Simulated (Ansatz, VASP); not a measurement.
# Two plane-wave programs on Nb

```
Nb
1.0
    -1.65481    1.65481    1.65481
     1.65481   -1.65481    1.65481
     1.65481    1.65481   -1.65481
Nb
1
Direct
  0.00000 0.00000 0.00000
```

Alike in both runs: task relaxation of cell and atoms; functional PBE; k mesh 17 × 17 × 17; occupations fermi-dirac, width 0.05 eV; non-collinear spin, spin-orbit coupling.

|  | VASP | Ansatz |
| --- | --- | --- |
| version | VASP 6.6.1 | Ansatz 0.2.0 |
| potentials or method | VASP PAW PBE potentials, release 64 (Nb_sv) | PAW with Ansatz's default frozen-core files, fully relativistic files with spin-orbit coupling |
| plane-wave cutoff (eV) | 600 | 420 |
| valence electrons in the cell | 13 | 13 |

VASP gave:

- net moment per atom (μB): 0.00
- relaxed volume (Å³/atom): 18.09
- relaxed cell length with the largest relative difference (Å): 2.864

Problem. Estimate Ansatz's values.

Solution. net moment per atom (μB): 0.00; relaxed volume (Å³/atom): 18.13; relaxed cell length with the largest relative difference (Å): 2.866.
